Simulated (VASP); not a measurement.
Here is a VASP 6.6.1 calculation.

INCAR

```
PREC     = Accurate       # precision mode
ENCUT    = 520            # plane-wave cutoff, eV
EDIFF    = 1E-7           # SCF threshold, eV
ISMEAR   = 0              # smearing method
SIGMA    = 0.15           # smearing width, eV
LREAL    = F              # projectors in reciprocal space
LASPH    = T              # aspherical terms in the spheres
NELM     = 80             # most SCF steps
ALGO     = Normal         # electronic algorithm
ISIF     = 2              # what is computed and relaxed
LWAVE    = F              # write WAVECAR
LCHARG   = F              # write CHGCAR
GGA      = PE             # functional
NBANDS   = 20             # bands
```

KPOINTS

```
Automatic mesh
0
Gamma
  18 18 10
```

Contents of POSCAR:

```
Ta2N
1.0
    3.1011400556      0.0000000000      0.0000000000
   -1.5505700278      2.6856660688      0.0000000000
    0.0000000000      0.0000000000      4.8818900623
Ta N
2 1
Direct
    0.6945926999      0.3891853999      0.7449050322
    0.3054073001      0.6108146001      0.2550949678
    0.0000000000      0.0000000000      0.0000000000
```

Potentials or basis: VASP PAW PBE potentials, release 64 (Ta_pv, N).

The run is started by

```console
$ cat potpaw_PBE.64/Ta_pv/POTCAR potpaw_PBE.64/N/POTCAR > POTCAR
$ mpirun -np 1 vasp_std > vasp.out
```

(1) What does it give for the largest force?

(2) What does it give for the pressure?

(3) Estimate the band gap on the k mesh.

## Answers

(1) 1.152 eV/Å.

(2) 3.7 GPa.

(3) zero (an odd number of electrons rules out a gap without spin polarisation).

Caveat: the cell differs from its parent crystal (atoms displaced along a vibrational mode); the cell stands under pressure; spin-orbit coupling is left out, which moves the levels of the heavy elements; forces of over 1 eV/Å act on the atoms, so gaps and moduli don't describe the material at rest.
